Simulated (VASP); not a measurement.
Input of a VASP 6.6.1 run:

File INCAR:

```
SYSTEM = CdGe2
ALGO = Normal ; EDIFF = 1E-6
EDIFFG = -0.01 ; ENCUT = 600
GGA = PE ; IBRION = 2
ISIF = 3 ; ISMEAR = 0
LASPH = .TRUE. ; LCHARG = .FALSE.
LREAL = .FALSE. ; LWAVE = .FALSE.
NELM = 100 ; NSW = 100
PREC = Accurate ; SIGMA = 0.1
```

KPOINTS

```
k-points
0
G
  8 8 8
  0 0 0
```

Contents of POSCAR:

```
CdGe2
1.0
    0.0000000000      4.0584076950      4.0584076950
    4.0584076950      0.0000000000      4.0584076950
    4.0584076950      4.0584076950      0.0000000000
Cd Ge
2 4
Direct
    0.5000000000      0.5000000000      0.5000000000
    0.7500000000      0.7500000000      0.7500000000
    0.1250000000      0.1250000000      0.1250000000
    0.6250000000      0.1250000000      0.1250000000
    0.1250000000      0.1250000000      0.6250000000
    0.1250000000      0.6250000000      0.1250000000
```

Potentials or basis: VASP PAW PBE potentials, release 64 (Cd, Ge_d).

The run is started by

```console
$ cat potpaw_PBE.64/Cd/POTCAR potpaw_PBE.64/Ge_d/POTCAR > POTCAR
$ mpirun -np 1 vasp_std > vasp.out
```

Question: Estimate the space group after relaxing (to 0.05 Å).

Answer: Fd-3m (No. 227).

Question: What does it give for the relaxed volume?

Answer: 21.65 Å³/atom.

Step by step:
```csv
step,energy change (eV),largest force (eV/Å),pressure (GPa),volume (Å³)
1,0.0000,0.0000,-1.52,133.69
2,-0.0175,0.0000,0.09,129.65
3,-0.0176,0.0000,0.04,129.89
```
